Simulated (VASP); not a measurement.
# AlN (P6_3mc) in VASP: notebook

The runs below take AlN through single point, with PBEsol.

Program: VASP 6.6.1. These are calculated values, not measurements. Logs are shortened: lines on timing, memory, paths and dates and some standing lists are left out, and cuts for length are marked.

### Step 1. The cell of the first run

The structure is hexagonal, space group P6_3mc (No. 186). Conventional cell: a = 3.052 Å, b = 3.052 Å, c = 4.857 Å, α = 90.00°, β = 90.00°, γ = 120.00°. Within 2.5 Å of Al (site symmetry 3m) lie 4 N at 1.85 to 1.86 Å. N (site symmetry 3m) has 4 Al at 1.85 to 1.86 Å within 2.5 Å.

### Step 2. Single point, PBEsol

INCAR reads:

```
SYSTEM = AlN
ALGO = Normal
EDIFF = 1E-6
ENCUT = 520
GGA = PS
ISIF = 2
ISMEAR = 0
LASPH = .TRUE.
LCHARG = .FALSE.
LREAL = .FALSE.
LWAVE = .FALSE.
NBANDS = 16
NELM = 60
PREC = Accurate
SIGMA = 0.01
```

KPOINTS reads:

```
k-points
0
G
  8 8 6
  0 0 0
```

POSCAR reads:

```
AlN
1.0
    3.0517280178      0.0000000000      0.0000000000
   -1.5258640089      2.6428739888      0.0000000000
    0.0000000000      0.0000000000      4.8566957061
Al N
2 2
Direct
    0.3333333333      0.6666666667     -0.0018248900
    0.6666666667      0.3333333333      0.4981751100
    0.3333333333      0.6666666667      0.3818248900
    0.6666666667      0.3333333333      0.8818248900
```

Potentials or basis: VASP PAW PBE potentials, release 64 (Al, N).

Run with:

```
cat potpaw_PBE.64/Al/POTCAR potpaw_PBE.64/N/POTCAR > POTCAR
mpirun -np 1 vasp_std > vasp.out
```

OUTCAR:

```text
SYSTEM = AlN
   EDIFF = 1E-6
   ENCUT = 520
   GGA = PS
   ISIF = 2
   ISMEAR = 0
   LASPH = .TRUE.
   LREAL = .FALSE.
   NELM = 60
   PREC = Accurate

 ion  position               nearest neighbor table
   1  0.333  0.667  0.998-   4 1.85   4 1.85   4 1.85   3 1.86   2 3.00   2 3.00   2 3.00   2 3.00
                             2 3.00   2 3.00
   2  0.667  0.333  0.498-   3 1.85   3 1.85   3 1.85   4 1.86   1 3.00   1 3.00   1 3.00   1 3.00
                             1 3.00   1 3.00
   3  0.333  0.667  0.382-   2 1.85   2 1.85   2 1.85   1 1.86
   4  0.667  0.333  0.882-   1 1.85   1 1.85   1 1.85   2 1.86

  LATTYP: Found a hexagonal cell.
 ALAT       =     3.0517280178
 C/A-ratio  =     1.5914575866

  Lattice vectors:

 A1 = (   3.0517280178,   0.0000000000,   0.0000000000)
 A2 = (  -1.5258640089,   2.6428739888,   0.0000000000)
 A3 = (   0.0000000000,   0.0000000000,   4.8566957061)

Analysis of symmetry for initial positions (statically):
=====================================================================
 Subroutine PRICEL returns:
 Original cell was already a primitive cell.

 Routine SETGRP: Setting up the symmetry group for a
 hexagonal supercell.

 Subroutine GETGRP returns: Found 12 space group operations
 (whereof  6 operations were pure point group operations)
 out of a pool of 24 trial point group operations.

The static configuration has the point symmetry C_3v.
 The point group associated with its full space group is C_6v.

Analysis of symmetry for dynamics (positions and initial velocities):
=====================================================================
 Subroutine PRICEL returns:
 Original cell was already a primitive cell.

 Routine SETGRP: Setting up the symmetry group for a
 hexagonal supercell.

 Subroutine GETGRP returns: Found 12 space group operations
 (whereof  6 operations were pure point group operations)
 out of a pool of 24 trial point group operations.

The dynamic configuration has the point symmetry C_3v.
 The point group associated with its full space group is C_6v.

 Subroutine INISYM returns: Found 12 space group operations
 (whereof  6 operations are pure point group operations),
 and found     1 'primitive' translations

----------------------------------------------------------------------------------------

                                     Primitive cell

  volume of cell :      39.1709

  direct lattice vectors                    reciprocal lattice vectors
     3.051728018  0.000000000  0.000000000     0.327683199  0.189187983  0.000000000
    -1.525864009  2.642873989  0.000000000     0.000000000  0.378375967  0.000000000
     0.000000000  0.000000000  4.856695706     0.000000000  0.000000000  0.205901308

  length of vectors
     3.051728018  3.051728018  4.856695706     0.378375967  0.378375967  0.205901308

  position of ions in fractional coordinates (direct lattice)
     0.333333333  0.666666667  0.998175110
     0.666666667  0.333333333  0.498175110
     0.333333333  0.666666667  0.381824890
     0.666666667  0.333333333  0.881824890

  ion indices of the primitive-cell ions
   primitive index   ion index
                 1           1
                 2           2
                 3           3
                 4           4

----------------------------------------------------------------------------------------

 KPOINTS: k-points

Automatic generation of k-mesh.
 Grid dimensions read from file:
 generate k-points for:    8    8    6

 Generating k-lattice:

  Cartesian coordinates                     Fractional coordinates (reciprocal lattice)
     0.040960400  0.023648498  0.000000000     0.125000000  0.000000000  0.000000000
     0.000000000  0.047296996  0.000000000     0.000000000  0.125000000  0.000000000
     0.000000000  0.000000000  0.034316885     0.000000000  0.000000000  0.166666667

  Length of vectors
     0.047296996  0.047296996  0.034316885

  Shift w.r.t. Gamma in fractional coordinates (k-lattice)
     0.000000000  0.000000000  0.000000000

 Subroutine IBZKPT returns following result:
 ===========================================

 Found     40 irreducible k-points:

 Following reciprocal coordinates:
            Coordinates               Weight
  0.000000  0.000000  0.000000      1.000000
  0.125000  0.000000  0.000000      6.000000
  0.250000  0.000000  0.000000      6.000000
  0.375000  0.000000  0.000000      6.000000
  0.500000  0.000000  0.000000      3.000000
  0.125000  0.125000  0.000000      6.000000
[... 16 lines left out ...]
  0.250000  0.000000  0.333333     12.000000
  0.375000  0.000000  0.333333     12.000000
 [... further k-points ...]
   k-points           NKPTS =     40   k-points in BZ     NKDIM =     40   number of bands    NBANDS=     16
   number of dos      NEDOS =    301   number of ions     NIONS =      4
   total plane-waves  NPLWV =  20736
   dimension x,y,z NGX =    24 NGY =   24 NGZ =   36
   dimension x,y,z NGXF=    48 NGYF=   48 NGZF=   72
   ions per type =               2   2
   NGX,Y,Z   is equivalent  to a cutoff of  13.07, 13.07, 12.32 a.u.
   NGXF,Y,Z  is equivalent  to a cutoff of  26.15, 26.15, 24.65 a.u.
 SYSTEM =  AlN
   PREC   = accura    normal or accurate (medium, high low for compatibility)
   ISTART =      0    job   : 0-new  1-cont  2-samecut
   ICHARG =      2    charge: 1-file 2-atom 10-const
   ISPIN  =      1    spin polarized calculation?
   LNONCOLLINEAR =      F non collinear calculations
   LSORBIT =      F    spin-orbit coupling
   LASPH  =      T    aspherical Exc in radial PAW
   ENCUT  =  520.0 eV  38.22 Ry    6.18 a.u.   5.67  5.67  9.03*2*pi/ulx,y,z
   NELM   =     60;   NELMIN=  2; NELMDL= -5     # of ELM steps
   EDIFF  = 0.1E-05   stopping-criterion for ELM
   LREAL  =      F    real-space projection
   EDIFFG = 0.1E-04   stopping-criterion for IOM
   NSW    =      0    number of steps for IOM
   IBRION =     -1    ionic relax: 0-MD 1-quasi-New 2-CG
   NFREE  =      0    steps in history (QN), initial steepest desc. (CG)
   ISIF   =      2    stress and relaxation
   ISYM   =      2    0-nonsym 1-usesym 2-fastsym
   POTIM  = 0.5000    time-step for ionic-motion
   TEBEG  =    0.0;   TEEND  =   0.0 temperature during run
   PSTRESS=    0.0 pullay stress
   NELECT =      16.0000    total number of electrons
   NUPDOWN=      -1.0000    fix difference up-down
   EMIN   =  10.00;   EMAX   =-10.00  energy-range for DOS
   EFERMI =   0.00;   METHOD = LEGACY
   ISMEAR =     0;   SIGMA  =   0.01  broadening in eV -4-tet -1-fermi 0-gaus
   EFERMI_NEDOS =   21; number of points for ismear=-14 and -15
   IALGO  =     38    algorithm
   IMIX   =      4    mixing-type and parameters
     AMIX     =   0.40;   BMIX     =  1.00
     AMIX_MAG =   1.60;   BMIX_MAG =  1.00
  volume/ion in A,a.u.               =       9.79        66.08
  Fermi-wavevector in a.u.,A,eV,Ry     =   1.214676  2.295405 20.074548  1.475438
  Thomas-Fermi vector in A             =   2.350088
   LORBIT       =      0    0 simple, 1 ext, 2 COOP (PROOUT), +10 PAW based schemes
   GGA     = PS    functional components
   LHFCALC =     F    Hartree Fock is set to
   AEXX    =    0.0000 exact exchange contribution
   IVDW    =     0    specifies the selected vdW correction
   LEPSILON=     F    determine dielectric tensor
   LRPA    =     F    only Hartree local field effects (RPA)
 non-spin polarized calculation
 Gauss-broadening in eV      SIGMA  =   0.01
  energy-cutoff  :      520.00
  volume of cell :       39.17
 maximum number of plane-waves:      1087
 NGX is ok and might be reduce to    24
   NGX = 11   NGY = 11   NGZ = 19

 number of electron      16.0000000 magnetization

 Free energy of the ion-electron system (eV)
  ---------------------------------------------------
  ext. energy  EPLUGINS =         0.00000000
  ---------------------------------------------------
  free energy    TOTEN  =       -31.19156409 eV

  energy without entropy =      -31.19156409  energy(sigma->0) =      -31.19156409

 E-fermi :   6.8696     XC(G=0): -11.3909

 val. band max:        6.7515679598   @ k =   0.0000   0.0000   0.0000
 cond. band min:      11.4095820225   @ k =   0.0000   0.0000   0.0000
 fundamental gap:      4.6580140627
 Fermi energy:         6.8695624165

 k-point     1 :       0.0000    0.0000    0.0000
  band No.  band energies     occupation
      1      -8.8685      2.00000
      2      -6.4493      2.00000
      3       0.3699      2.00000
      4       5.7604      2.00000
      5       5.7604      2.00000
      6       6.4459      2.00000
[... 8 lines left out ...]
     15      20.3224      0.00000
     16      20.4621      0.00000

 k-point     2 :       0.1250    0.0000    0.0000
  band No.  band energies     occupation
      1      -8.6541      2.00000
      2      -6.3295      2.00000
      3       0.6182      2.00000
      4       4.8565      2.00000
      5       5.5010      2.00000
      6       5.6269      2.00000
[... 8 lines left out ...]
     15      19.9147      0.00000
     16      20.1637      0.00000

 k-point     3 :       0.2500    0.0000    0.0000
  band No.  band energies     occupation
      1      -8.0531      2.00000
      2      -6.0470      2.00000
      3       1.3327      2.00000
      4       3.0534      2.00000
      5       4.1588      2.00000
      6       5.0112      2.00000
[... 8 lines left out ...]
     15      19.4280      0.00000
     16      20.3465      0.00000

 k-point     4 :       0.3750    0.0000    0.0000
  band No.  band energies     occupation
      1      -7.2284      2.00000
      2      -5.8497      2.00000
      3       1.5309      2.00000
      4       2.3886      2.00000
      5       2.8893      2.00000
      6       4.6150      2.00000
[... 8 lines left out ...]
     15      19.5107      0.00000
     16      22.1045      0.00000

 k-point     5 :       0.5000    0.0000    0.0000
  band No.  band energies     occupation
      1      -6.6916      2.00000
      2      -5.9134      2.00000
      3       0.9529      2.00000
      4       2.3637      2.00000
      5       3.1772      2.00000
      6       4.4680      2.00000
[... 8 lines left out ...]
     15      19.8751      0.00000
     16      22.5788      0.00000

 k-point     6 :       0.1250    0.1250    0.0000
  band No.  band energies     occupation
      1      -8.2455      2.00000
      2      -6.1267      2.00000
      3       1.1004      2.00000
      4       3.8928      2.00000
      5       4.0798      2.00000
      6       5.3922      2.00000
[... 8 lines left out ...]
     15      19.8364      0.00000
     16      20.2635      0.00000
[... 267 lines left out ...]
 k-point    21 :       0.0000    0.0000    0.3333
  band No.  band energies     occupation
      1      -8.4117      2.00000
      2      -7.2582      2.00000
      3       1.8509      2.00000
      4       4.7962      2.00000
      5       5.9241      2.00000
      6       5.9241      2.00000
[... 8 lines left out ...]
     15      19.0883      0.00000
     16      19.0883      0.00000

 k-point    22 :       0.1250    0.0000    0.3333
  band No.  band energies     occupation
      1      -8.2090      2.00000
      2      -7.0953      2.00000
      3       1.9517      2.00000
      4       4.4041      2.00000
      5       5.2235      2.00000
      6       5.7110      2.00000
[... 8 lines left out ...]
     15      19.4628      0.00000
     16      19.4942      0.00000

 k-point    23 :       0.2500    0.0000    0.3333
  band No.  band energies     occupation
      1      -7.6480      2.00000
      2      -6.6717      2.00000
      3       1.9321      2.00000
      4       3.1182      2.00000
      5       4.1715      2.00000
      6       5.2834      2.00000
[... 8 lines left out ...]
     15      19.5096      0.00000
     16      20.3632      0.00000

 k-point    24 :       0.3750    0.0000    0.3333
  band No.  band energies     occupation
      1      -6.9113      2.00000
      2      -6.2210      2.00000
      3       1.1266      2.00000
      4       1.8343      2.00000
      5       4.1624      2.00000
      6       4.9228      2.00000
[... 8 lines left out ...]
     15      19.6101      0.00000
     16      21.3602      0.00000

 [... further k-points ...]
[... 5 lines left out ...]
  --------------------------------------------------------------------------------------
  -------------------------------------------------------------------------------------
  Total        3.6817231      3.6817231      3.6833353      0.0000000      0.0000000      0.0000000
  in kB      150.5908316    150.5908316    150.6567719      0.0000000      0.0000000      0.0000000
  external PRESSURE =     150.6128117 kB  Pullay stress =       0.0000000 kB

 VOLUME and BASIS-vectors are now :
 -----------------------------------------------------------------------------
  energy-cutoff  :      520.00
  volume of cell :       39.17
      direct lattice vectors                 reciprocal lattice vectors
     3.051728018  0.000000000  0.000000000     0.327683199  0.189187983  0.000000000
    -1.525864009  2.642873989  0.000000000     0.000000000  0.378375967  0.000000000
     0.000000000  0.000000000  4.856695706     0.000000000  0.000000000  0.205901308

 POSITION                                       TOTAL-FORCE (eV/Angst)
 -----------------------------------------------------------------------------------
     -0.00000      1.76192      4.84783        -0.000000      0.000000     -0.000848
      1.52586      0.88096      2.41948         0.000000     -0.000000     -0.000848
     -0.00000      1.76192      1.85441        -0.000000      0.000000      0.000848
      1.52586      0.88096      4.28276         0.000000     -0.000000      0.000848
 -----------------------------------------------------------------------------------
    total drift:                                0.000000      0.000000      0.000168

  FREE ENERGIE OF THE ION-ELECTRON SYSTEM (eV)
  ---------------------------------------------------
  free  energy   TOTEN  =       -31.1915640943 eV

  energy  without entropy=      -31.1915640943  energy(sigma->0) =      -31.19156409
```

It took 11 s on 1 thread of Intel Xeon Platinum 8488C (Sapphire Rapids), shared host; peak memory 0.15 GiB.

What came out:

- Free energy: -31.1916 eV
- Pressure: 15.1 GPa
- Band gap on the k mesh: 4.66 eV

Caveat: the cell stands under pressure; the PAW data sets were made with another functional, which shifts forces and pressure a little. A k mesh can miss the band edges.

### Step 3. Single point, PBEsol

This run uses another cell than the first one, of 10.12 Å³/atom.

INCAR reads:

```
SYSTEM = AlN
ALGO     = Normal         ! electronic algorithm
EDIFF    = 1E-6           ! SCF threshold, eV
ENCUT    = 520            ! plane-wave cutoff, eV
GGA      = PS             ! functional
ISIF     = 2              ! what is computed and relaxed
ISMEAR   = 0              ! smearing method
LASPH    = .TRUE.         ! aspherical terms in the spheres
LCHARG   = .FALSE.        ! write CHGCAR
LREAL    = .FALSE.        ! projectors in reciprocal space
LWAVE    = .FALSE.        ! write WAVECAR
NBANDS   = 16             ! bands
NELM     = 60             ! most SCF steps
PREC     = Accurate       ! precision mode
SIGMA    = 0.01           ! smearing width, eV
```

KPOINTS is that of step 2.

POSCAR reads:

```
AlN
1.0
    3.0824771266      0.0000000000      0.0000000000
   -1.5412385633      2.6695034982      0.0000000000
    0.0000000000      0.0000000000      4.9210768564
Al N
2 2
Direct
    0.3333333333      0.6666666667     -0.0013567581
    0.6666666667      0.3333333333      0.4986432419
    0.3333333333      0.6666666667      0.3813567581
    0.6666666667      0.3333333333      0.8813567581
```

Potentials or basis: VASP PAW PBE potentials, release 64 (Al, N).

Run with:

```
cat potpaw_PBE.64/Al/POTCAR potpaw_PBE.64/N/POTCAR > POTCAR
mpirun -np 1 vasp_std > vasp.out
```

It took 18 s on 1 thread of Intel Xeon Platinum 8488C (Sapphire Rapids), shared host; peak memory 0.16 GiB.

It converged, with:

* Free energy: -31.2828 eV
* Pressure: 7.0 GPa
* Band gap on the k mesh: 4.38 eV

Levels at points of the mesh, in eV from the valence-band top:
| k point | band 6 | band 7 | band 8 | band 9 | band 10 | band 11 |
| --- | --- | --- | --- | --- | --- | --- |
| (0.00, 0.00, 0.00) | -0.26 | -0.26 | 0.00 | 4.38 | 6.79 | 10.76 |
| (0.50, 0.00, 0.00) | -2.19 | -1.87 | -0.73 | 5.74 | 5.75 | 8.33 |
| (0.00, 0.00, 0.50) | -0.60 | -0.60 | -0.60 | 6.62 | 6.62 | 10.46 |
| (0.50, 0.00, 0.50) | -1.55 | -1.42 | -1.42 | 5.27 | 5.27 | 9.30 |

Caveat: the cell stands under pressure; the PAW data sets were made with another functional, which shifts forces and pressure a little.

[end of part 1 of 2]
